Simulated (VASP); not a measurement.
Input of a VASP 6.6.1 run:

The input INCAR:

```
PREC = Accurate
ENCUT = 600
EDIFF = 1E-6
ISMEAR = -1
SIGMA = 0.1
LREAL = F
LASPH = T
NELM = 80
ALGO = Normal
ISIF = 3
LWAVE = F
LCHARG = F
GGA = PE
IBRION = 2
NSW = 60
EDIFFG = -0.005
```

KPOINTS

```
regular mesh
0
Gamma
  19 19 19
```

File POSCAR:

```
Se
1.0
   -1.7380133224      1.7380133224      1.7380133224
    1.7380133224     -1.7380133224      1.7380133224
    1.7380133224      1.7380133224     -1.7380133224
Se
1
Direct
    0.0000000000      0.0000000000      0.0000000000
```

Potentials or basis: VASP PAW PBE potentials, release 64 (Se).

Launch:

```sh
$ cat potpaw_PBE.64/Se/POTCAR > POTCAR
$ mpirun -np 1 vasp_std > vasp.out
```

Estimate the band gap on the k mesh.

zero (band 3 reaches 8.41 eV, above the bottom of band 4 at 2.29 eV).

What does it give for the relaxed volume?

20.40 Å³/atom.

Predict the relaxed cell.

a = 2.981 Å, b = 2.981 Å, c = 2.981 Å, α = 109.47°, β = 109.47°, γ = 109.47°.

Predict the space group after relaxing (to 0.05 Å).

Im-3m (No. 229).

Final structure:
```yaml
crystal:
  lattice:
    - [-1.72127, 1.72127, 1.72127]
    - [1.72127, -1.72127, 1.72127]
    - [1.72127, 1.72127, -1.72127]
  atoms:
    - { symbol: Se, position: [0.00000, 0.00000, 0.00000] }
```
